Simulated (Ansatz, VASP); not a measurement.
## AlCl2F: VASP beside Ansatz

The input INCAR:

```
PREC = Accurate ; ENCUT = 520
EDIFF = 1E-6 ; ISMEAR = 0
SIGMA = 0.1 ; LREAL = False
LASPH = True ; NELM = 80
ALGO = Normal ; ISIF = 2
LWAVE = False ; LCHARG = False
GGA = PE ; NBANDS = 20
```

The input KPOINTS:

```
regular mesh
0
Gamma
  12 12 14
```

File POSCAR:

```
AlCl2F
1.0
    5.2262210945      0.0000000000      0.0000000000
   -2.6131105472      4.5260402336      0.0000000000
    0.0000000000      0.0000000000      3.4816758620
Al Cl F
1 2 1
Direct
    0.0000000000      0.0000000000      0.0000000000
    0.3333333333      0.6666666667      0.5000000000
    0.6666666667      0.3333333333      0.5000000000
    0.0000000000      0.0000000000      0.5000000000
```

Input for Ansatz:

```yaml
crystal:
  lattice:
    - [5.2262210945, 0.0, 0.0]
    - [-2.6131105472, 4.5260402336, 0.0]
    - [0.0, 0.0, 3.481675862]
  atoms:
    - { symbol: Al, position: [0.0, 0.0, 0.0] }
    - { symbol: Cl, position: [0.3333333333, 0.6666666667, 0.5] }
    - { symbol: Cl, position: [0.6666666667, 0.3333333333, 0.5] }
    - { symbol: F, position: [0.0, 0.0, 0.5] }
basis:
  ecutwfc: 420
kpoints:
  mp_grid: { grid: [12, 12, 14] }
  band_path:
    path:
      - [[0.0, 0.0, 0.0], [0.5, 0.0, 0.0], [0.33333333, 0.33333333, 0.0], [0.0, 0.0, 0.0], [0.0, 0.0, 0.5], [0.5, 0.0, 0.5], [0.33333333, 0.33333333, 0.5], [0.0, 0.0, 0.5]]
      - [[0.5, 0.0, 0.5], [0.5, 0.0, 0.0]]
      - [[0.33333333, 0.33333333, 0.5], [0.33333333, 0.33333333, 0.0]]
    npoints: 14
hamiltonian:
  xc: pbe
scf:
  occupations: { method: gaussian, width: 0.1 }
  n_extra_bands: 10
output:
  forces: true
  stress: true
  eigenvalues: true
  populations: true
  dos: { projected: true, de: 0.02, nscf_kmesh: { grid: [15, 15, 17] } }
  bader: true
  write_density: true
  write_potential: true
  elf: true
  volumetric_format: npy
```

Alike in both runs: task single point; functional PBE; k mesh 12 × 12 × 14; occupations gaussian, width 0.1 eV; no spin polarisation.

```csv
,VASP,Ansatz
version,VASP 6.6.1,Ansatz 0.2.0
potentials or method,"VASP PAW PBE potentials, release 64 (Al, Cl, F), cutoff 520 eV","scalar-relativistic, plane waves, PAW"
valence electrons in the cell,24,24
```

|  | VASP | Ansatz | Ansatz less VASP |
| --- | --- | --- | --- |
| gap on the k mesh at the Fermi level (eV) | none | none | - |
| pressure (GPa) | 0.0 | 0.0 | +0.03 |
| traceless stress, the component that is largest in VASP (GPa) | 0.17 | 0.00 | -0.177 |

A gap of «none» marks a metal or a gap that the smearing closes. The functional is the same, so the differences come from potentials, cutoffs and numerics.
